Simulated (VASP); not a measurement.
Wanted: the native input for a VASP 6.6.1 run.

* Task: single point
* Functional: HSE06
* Potentials or basis: VASP PAW PBE potentials, release 64 (K_sv, Cl)
* Cutoff: 520 eV
* k mesh: 4 × 4 × 4
* Occupations: gaussian, width 0.01 eV
* Spin: no spin polarisation
* Dipole correction: no
* Grid for exact exchange (PRECFOCK): Normal
* Further INCAR settings: ALGO = Normal; EDIFF = 1e-06; NBANDS = 15
* Share of exact exchange: 0.25
* Screening parameter: 0.2079 1/Å

The system is KCl.

```
CELL_PARAMETERS angstrom
3.77117 0.00000 0.00000
0.00000 3.77117 0.00000
0.00000 0.00000 3.77117
ATOMIC_POSITIONS crystal
K 0.00000 0.00000 0.00000
Cl 0.50000 0.50000 0.50000
```

The input as run:

POSCAR

```
KCl
1.0
    3.7711682906      0.0000000000      0.0000000000
    0.0000000000      3.7711682906      0.0000000000
    0.0000000000      0.0000000000      3.7711682906
K Cl
1 1
Direct
    0.0000000000      0.0000000000      0.0000000000
    0.5000000000      0.5000000000      0.5000000000
```

INCAR.step1

```
SYSTEM = KCl
  ALGO = Normal
  EDIFF = 1E-5
  ENCUT = 520
  GGA = PE
  ISIF = 2
  ISMEAR = 0
  LASPH = .True.
  LCHARG = .False.
  LREAL = .False.
  LWAVE = .True.
  NBANDS = 15
  NELM = 80
  PREC = Accurate
  SIGMA = 0.01
```

INCAR.step2

```
SYSTEM = KCl
  ALGO = Normal
  EDIFF = 1E-6
  ENCUT = 520
  GGA = PE
  HFSCREEN = 0.2079
  ISIF = 2
  ISMEAR = 0
  ISTART = 1
  LASPH = .True.
  LCHARG = .False.
  LHFCALC = .True.
  LREAL = .False.
  LWAVE = .False.
  NBANDS = 15
  NELM = 80
  PREC = Accurate
  PRECFOCK = Normal
  SIGMA = 0.01
```

KPOINTS

```
k-points
0
Gamma
  4 4 4
  0 0 0
```

Potentials or basis: VASP PAW PBE potentials, release 64 (K_sv, Cl).

Command:

```console
$ cat potpaw_PBE.64/K_sv/POTCAR potpaw_PBE.64/Cl/POTCAR > POTCAR
$ cp INCAR.step1 INCAR
$ mpirun -np 1 vasp_std > vasp.out
$ cp INCAR.step2 INCAR
$ mpirun -np 1 vasp_std > vasp.out
```

It gave:

```yaml
Pressure: 0.7 GPa
Band_gap_on_the_k_mesh: 6.36 eV (least direct gap 6.59 eV)
```

Caveat: the PAW data sets were made with another functional, which shifts forces and pressure a little.

It took 6.7 min on 1 thread of AMD EPYC 7R13 Processor (Zen 3) (shared host), peak memory 0.24 GiB.
